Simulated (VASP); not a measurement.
Input of a VASP 6.6.1 run:

The input INCAR:

```
SYSTEM = BaZrO3
ALGO = Normal
EDIFF = 1E-6
ENCUT = 520
GGA = PE
ISIF = 2
ISMEAR = 0
LASPH = .TRUE.
LCHARG = .FALSE.
LREAL = .FALSE.
LWAVE = .FALSE.
NBANDS = 51
NELM = 80
PREC = Accurate
SIGMA = 0.1
```

KPOINTS

```
k-points
0
G
  4 4 2
  0 0 0
```

POSCAR

```
BaZrO3
1.0
   -0.0007298779      4.2261136738      0.0010928587
   -0.0003571995      0.0010782213      4.2285039155
    8.4484629524     -0.0014438155     -0.0007103555
Ba Zr O
2 2 6
Direct
    0.0000161606     -0.0002676968     -0.0000043972
    0.0000622967     -0.0003002571      0.4999557603
    0.4999901736      0.4998515903      0.2499844364
    0.4999843766      0.4998876835      0.7499880969
    0.4999858310      0.5001931724     -0.0000065864
    0.4999708352      0.5002102660      0.5000152806
   -0.0000152509      0.5001830625      0.2500303460
   -0.0000055865      0.5001216652      0.7500285680
    0.4999484827      0.0000618033      0.2500010749
    0.5000626811      0.0000587105      0.7500074203
```

Potentials or basis: VASP PAW PBE potentials, release 64 (Ba_sv, Zr_sv, O).

Launch:

```console
$ cat potpaw_PBE.64/Ba_sv/POTCAR potpaw_PBE.64/Zr_sv/POTCAR potpaw_PBE.64/O/POTCAR > POTCAR
$ mpirun -np 1 vasp_std > vasp.out
```

(1) Estimate the largest force.

(2) Estimate the band gap on the k mesh.

## Answers

(1) 0.004 eV/Å.

(2) 3.12 eV.

Caveat: spin-orbit coupling is left out, which moves the levels of the heavy elements.
